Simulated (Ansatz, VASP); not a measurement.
**Au: VASP beside Ansatz**

```xyz
2
Lattice="2.7966 0.0000 0.0000 -0.0129 2.8013 0.0000 -1.1303 -1.1775 4.8910" Properties=species:S:1:pos:R:3 pbc="T T T"
Au    1.5634    1.5428    1.3404
Au    0.0901    0.0810    3.5506
```

Change from the starting cell: volume scaled by 0.98.

Alike in both runs: task single point; functional LDA; k mesh 10 × 10 × 6; occupations fermi-dirac, width 0.05 eV; no spin polarisation.

|  | VASP | Ansatz |
| --- | --- | --- |
| version | VASP 6.6.1 | Ansatz 0.2.0 |
| potentials or method | VASP PAW LDA potentials, release 64 (Au), cutoff 520 eV | all-electron LAPW, scalar-relativistic |

|  | VASP | Ansatz | Ansatz less VASP |
| --- | --- | --- | --- |
| gap on the k mesh at the Fermi level (eV) | none | none | - |
| pressure (GPa) | -9.4 | -9.8 | -0.36 |
| traceless stress, the component that is largest in VASP (GPa) | 1.51 | 1.53 | +0.026 |
| rms of the force components (eV/Å) | 0.078 | 0.076 | -0.0025 |

LDA's correlation is that of Perdew and Zunger in VASP and of Perdew and Wang (1992) in Ansatz. Atom by atom the forces differ by 0.003 eV/Å (rms over components). A gap of «none» marks a metal or a gap that the smearing closes. Ansatz ran all-electron here, and VASP with PAW potentials.

Neither program's run includes spin-orbit coupling.
